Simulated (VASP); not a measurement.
As, 4 atoms in the cell. It takes space group Cmce (No. 64, orthorhombic). Conventional cell: a = 3.647 Å, b = 11.088 Å, c = 4.625 Å, α = 90.00°, β = 90.00°, γ = 90.00°. As (site symmetry m) has 3 As at 2.47 Å within 3.3 Å. 

```yaml
Program: VASP 6.6.1
Task: single point
Functional: r2SCAN
Dispersion: D3(BJ)
Potentials_or_basis: VASP PAW PBE potentials, release 64 (As)
Cutoff: 520 eV
k_mesh: 10 × 10 × 8
Occupations: gaussian, width 0.01 eV
Spin: no spin polarisation
Dipole_correction: no
Further_INCAR_settings: ALGO = Normal; EDIFF = 1e-06; NBANDS = 18
```

Potentials or basis: VASP PAW PBE potentials, release 64 (As).

Launch:

```bash
$ cat potpaw_PBE.64/As/POTCAR > POTCAR
$ cp INCAR.step1 INCAR
$ mpirun -np 1 vasp_std > vasp.out
$ cp INCAR.step2 INCAR
$ mpirun -np 1 vasp_std > vasp.out
```

Hardware: 1 thread of Intel(R) Xeon(R) 6975P-C (Granite Rapids) (shared host).

Question: Estimate the wall time of this run.

Answer: Run time: 7.8 min on 1 thread of Intel(R) Xeon(R) 6975P-C (Granite Rapids), on a shared host, peak memory 0.43 GiB. Counts: k points 155.
